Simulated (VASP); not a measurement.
## BaTiO3: single point with r2SCAN+U

The system is BaTiO3.

```
CELL_PARAMETERS angstrom
4.02807 0.00000 0.00000
0.00000 4.02807 0.00000
0.00000 0.00000 8.05615
ATOMIC_POSITIONS crystal
Ba 0.00000 0.00000 0.00000
Ba 0.00000 0.00000 0.50000
Ti 0.50000 0.50000 0.25000
Ti 0.50000 0.50000 0.75000
O 0.50000 0.50000 0.00000
O 0.50000 0.50000 0.50000
O 0.00000 0.50000 0.25000
O 0.00000 0.50000 0.75000
O 0.50000 0.00000 0.25000
O 0.50000 0.00000 0.75000
```

* Program: VASP 6.6.1
* Task: single point
* Functional: r2SCAN
* Potentials or basis: VASP PAW PBE potentials, release 64 (Ba_sv, Ti_sv, O)
* Cutoff: 520 eV
* k mesh: 6 × 6 × 3
* Occupations: fermi-dirac, width 0.0303 eV
* Spin: no spin polarisation
* Hubbard terms: Ti d U = 3.42 eV

- Pressure: 0.0 GPa
- Band gap on the k mesh: 2.53 eV

Levels at points of the mesh, in eV from the valence-band top:
```csv
k point,band 36,band 37,band 38,band 39,band 40,band 41,band 42,band 43,band 44,band 45
"(0.00, 0.00, 0.00)",-0.80,-0.80,-0.21,-0.21,-0.21,2.53,2.53,2.53,2.70,4.09
"(0.50, 0.00, 0.00)",-0.91,-0.91,-0.80,-0.80,-0.09,2.70,4.09,4.16,4.16,4.17
"(0.50, 0.50, 0.00)",-0.91,-0.09,0.00,0.00,0.00,4.17,4.17,4.62,4.84,4.84
```

Eigenvalues of the final occupation matrices:
```tsv
site	spin	trace	eigenvalues
site 3 d	1	0.75	0.10 0.10 0.10 0.23 0.23
site 3 d	2	0.75	0.10 0.10 0.10 0.23 0.23
site 4 d	1	0.75	0.10 0.10 0.10 0.23 0.23
site 4 d	2	0.75	0.10 0.10 0.10 0.23 0.23
```

Wall time 6.1 min on 1 thread of Intel(R) Xeon(R) 6975P-C (Granite Rapids) (shared host), peak memory 0.3 GiB.

Caveat: the PAW data sets were made with another functional, which shifts forces and pressure a little; spin-orbit coupling is left out, which moves the levels of the heavy elements; an odd mesh through Γ misses points on the zone boundary, where band edges can lie.
